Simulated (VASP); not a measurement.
A run of VASP 6.6.1:

Contents of POSCAR:

```
Si2Mo
1.0
   -1.6037023450      1.6037023450      3.9123709144
    1.6037023450     -1.6037023450      3.9123709144
    1.6037023450      1.6037023450     -3.9123709144
Si Mo
2 1
Direct
    0.3354954864      0.3354954864      0.0000000000
    0.6645045136      0.6645045136      0.0000000000
    0.0000000000      0.0000000000      0.0000000000
```

The input INCAR.step1:

```
ALGO     = Normal         # electronic algorithm
EDIFF    = 1E-4           # SCF threshold, eV
ENCUT    = 520            # plane-wave cutoff, eV
GGA      = PE             # functional
ISMEAR   = 0              # smearing method
LASPH    = True           # aspherical terms in the spheres
LCHARG   = False          # write CHGCAR
LREAL    = False          # projectors in reciprocal space
LWAVE    = True           # write WAVECAR
NBANDS   = 18             # bands
NELM     = 100            # most SCF steps
PREC     = Accurate       # precision mode
SIGMA    = 0.05           # smearing width, eV
```

The input INCAR.step2:

```
ALGO     = Normal         # electronic algorithm
EDIFF    = 1E-6           # SCF threshold, eV
ENCUT    = 520            # plane-wave cutoff, eV
ISIF     = 2              # what is computed and relaxed
ISMEAR   = 0              # smearing method
ISTART   = 1            
LASPH    = True           # aspherical terms in the spheres
LCHARG   = False          # write CHGCAR
LMIXTAU  = True         
LREAL    = False          # projectors in reciprocal space
LWAVE    = False          # write WAVECAR
METAGGA  = R2SCAN         # meta-GGA
NBANDS   = 18             # bands
NELM     = 100            # most SCF steps
PREC     = Accurate       # precision mode
SIGMA    = 0.05           # smearing width, eV
```

KPOINTS

```
k-points
0
Gamma
  10 10 10
```

Potentials or basis: VASP PAW PBE potentials, release 64 (Si, Mo_sv).

Run with:

```sh
$ cat potpaw_PBE.64/Si/POTCAR potpaw_PBE.64/Mo_sv/POTCAR > POTCAR
$ cp INCAR.step1 INCAR
$ mpirun -np 1 vasp_std > vasp.out
$ cp INCAR.step2 INCAR
$ mpirun -np 1 vasp_std > vasp.out
```

Hardware: 1 thread of Intel(R) Xeon(R) 6975P-C (Granite Rapids), on a shared host.

Problem. How long does it take, and how much memory?

Solution. Wall time 2.3 min on 1 thread of Intel(R) Xeon(R) 6975P-C (Granite Rapids), on a shared host, peak memory 0.25 GiB. Counts: k points 102.
